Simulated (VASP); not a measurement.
Runs of VASP 6.6.1 on ScF5. The structure is that of space group P4/mmm (No. 123), or close to it. The cells are those of the table. The cell was built from a structure type or drawn by symmetry, and may not be a known phase.

```csv
task,spin,cell,cutoff (eV),gap on the mesh (eV),pressure (GPa),moment (μB)
single point,collinear,"a = 4.181, b = 4.181, c = 4.629 Å, 6 atoms",520,none,-0.8,2.00
relaxation of cell and atoms,collinear,"relaxed from a = 4.181, b = 4.181, c = 4.629 Å, 6 atoms",600,none,0.2,2.00
single point,off,"a = 4.181, b = 4.181, c = 4.629 Å, 6 atoms",520,none,-2.3,-
single point,collinear,"a = 4.123, b = 4.123, c = 5.018 Å, 6 atoms",520,none,-0.8,(a)
```

Alike in all rows: level PBE; potentials or basis VASP PAW PBE potentials, release 64 (Sc_sv, F); k mesh 4 × 4 × 4; smearing gaussian 0.1 eV.

Question: Estimate the missing entries.

Answer: (a) 1.00.

Caveats: all runs use coarse meshes.

A gap of «none» marks levels without a gap at the run's occupations.
